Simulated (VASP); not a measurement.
Runs of VASP 6.6.1 on ReBiH4. The structure is that of space group F-43m (No. 216), or close to it. The cells are those of the table. 

```tsv
task	cell	k mesh	cutoff (eV)	gap on the mesh (eV)	pressure (GPa)	relaxed volume (Å³/atom)	largest force (eV/Å)
single point	a = 4.433 Å, angles 60.0°, 6 atoms	6 × 6 × 6	520	none	-0.1	-	0.01
relaxation of cell and atoms	relaxed from a = 4.433 Å, angles 60.0°, 6 atoms	10 × 10 × 10	600	none	0.0	(a)	0.01
relaxation of cell and atoms	relaxed from a = 4.526 Å, angles 60.0°, 6 atoms	6 × 6 × 6	600	none	-0.3	10.26	-
single point	a = 4.429 Å, angles 60.0°, 6 atoms	10 × 10 × 10	520	none	-0.1	-	0.01
single point	a = 4.526 Å, angles 60.0°, 6 atoms	6 × 6 × 6	520	none	-7.7	-	-
```

Alike in all rows: level PBE; potentials or basis VASP PAW PBE potentials, release 64 (Re, Bi_d, H); no spin polarisation; smearing gaussian 0.1 eV.

Question: Fill in the values left out.

Answer: (a) 10.24.

Caveats: spin-orbit coupling is left out, which moves the levels of the heavy elements.

A k mesh can miss the band edges, and the runs leave out spin-orbit coupling on Bi, Re.

A gap of «none» marks levels without a gap at the run's occupations.
